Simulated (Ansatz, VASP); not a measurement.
# SiC in VASP and in Ansatz

```xyz
2
Lattice="0.0000 2.1916 2.1916 2.1916 0.0000 2.1916 2.1916 2.1916 0.0000" Properties=species:S:1:pos:R:3 pbc="T T T"
Si    0.0000    0.0000    0.0000
C     3.2874    3.2874    3.2874
```

Alike in both runs: task single point; functional PBEsol; k mesh 12 × 12 × 12; occupations gaussian, width 0.02 eV; no spin polarisation.

|  | VASP | Ansatz |
| --- | --- | --- |
| version | VASP 6.6.1 | Ansatz 0.2.0 |
| potentials or method | VASP PAW PBE potentials, release 64 (Si, C), cutoff 520 eV | scalar-relativistic, plane waves, PAW |
| valence electrons in the cell | 8 | 8 |

Ansatz gave:

| Item | Value |
| --- | --- |
| gap on the k mesh at the Fermi level (eV) | 1.26 |
| least direct gap on the mesh (eV) | 4.43 |
| pressure (GPa) | -3.9 |

**Question.** Estimate VASP's values.

**Answer.** gap on the k mesh at the Fermi level (eV): 1.25; least direct gap on the mesh (eV): 4.43; pressure (GPa): -3.5.

VASP's potentials were made for PBE, not for PBEsol.
